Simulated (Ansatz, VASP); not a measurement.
**One calculation of Fe4Si, two programs**

The input INCAR:

```
  PREC = Accurate
  ENCUT = 600
  EDIFF = 1E-7
  ISMEAR = 0
  SIGMA = 0.1
  LREAL = F
  LASPH = T
  NELM = 150
  ALGO = Normal
  ISIF = 3
  LWAVE = F
  LCHARG = F
  ISPIN = 2
  MAGMOM = 4 4 4 4 0
  LORBIT = 11
  LMAXMIX = 4
  GGA = PE
  IBRION = 2
  NSW = 90
  EDIFFG = -0.04
```

Contents of KPOINTS:

```
regular mesh
0
Gamma
  6 6 4
```

The input POSCAR:

```
Fe4Si
1.0
    3.3485754600      0.0000000000      0.0000000000
   -1.6742877300      2.8999514100      0.0000000000
    0.0000000000      0.0000000000      6.8812692100
Fe Si
4 1
Direct
    0.3333333300      0.6666666700      0.5000000000
    0.6666666700      0.3333333300      0.8051996500
    0.6666666700      0.3333333300      0.1948003500
    0.3333333300      0.6666666700      0.0000000000
    0.0000000000      0.0000000000      0.5000000000
```

Input for Ansatz:

```yaml
crystal:
  lattice:
    - [3.34857546, 0.0, 0.0]
    - [-1.67428773, 2.89995141, 0.0]
    - [0.0, 0.0, 6.88126921]
  atoms:
    - { symbol: Fe, position: [0.33333333, 0.66666667, 0.5], spin: 4.0 }
    - { symbol: Fe, position: [0.66666667, 0.33333333, 0.80519965], spin: 4.0 }
    - { symbol: Fe, position: [0.66666667, 0.33333333, 0.19480035], spin: 4.0 }
    - { symbol: Fe, position: [0.33333333, 0.66666667, 0.0], spin: 4.0 }
    - { symbol: Si, position: [0.0, 0.0, 0.5] }
basis:
  ecutwfc: 420
kpoints:
  mp_grid: { grid: [6, 6, 4] }
hamiltonian:
  xc: pbe
scf:
  occupations: { method: gaussian, width: 0.1 }
  lower_state_search: "off"
output:
  forces: true
  stress: true
  eigenvalues: true
  populations: true
magnetization:
  spin_polarized: true
relax:
  adjacent_minimum: "off"
  f_tol: 0.04
  max_steps: 70
  cell: { stress_tol: 0.4 }
```

Alike in both runs: task relaxation of cell and atoms; functional PBE; k mesh 6 × 6 × 4; occupations gaussian, width 0.1 eV; collinear spin.

|  | VASP | Ansatz |
| --- | --- | --- |
| version | VASP 6.6.1 | Ansatz 0.2.0 |
| potentials or method | VASP PAW PBE potentials, release 64 (Fe, Si), cutoff 600 eV | scalar-relativistic, plane waves, PAW |
| valence electrons in the cell | 36 | 68 |

VASP gave:

```
gap on the k mesh at the Fermi level, each at its own relaxed structure (eV) : none
net moment per atom (μB)                                                     : 1.67
size of the moment on the site where the two differ most (μB)                : 1.44
relaxed volume (Å³/atom)                                                     : 12.71
relaxed cell length with the largest relative difference (Å)                 : 4.781
```

Problem. Which values does Ansatz return?

Solution. gap on the k mesh at the Fermi level, each at its own relaxed structure (eV): none; net moment per atom (μB): 1.67; size of the moment on the site where the two differ most (μB): 1.47; relaxed volume (Å³/atom): 12.73; relaxed cell length with the largest relative difference (Å): 4.783.

Site moments also hang on the region over which each program counts them. A gap of «none» marks a metal or a gap that the smearing closes. VASP's potentials hold 36 valence electrons a cell and Ansatz's 68, so a difference there can come from the potentials and not from the codes.

The k mesh is coarse, so the values compare programs but aren't converged.
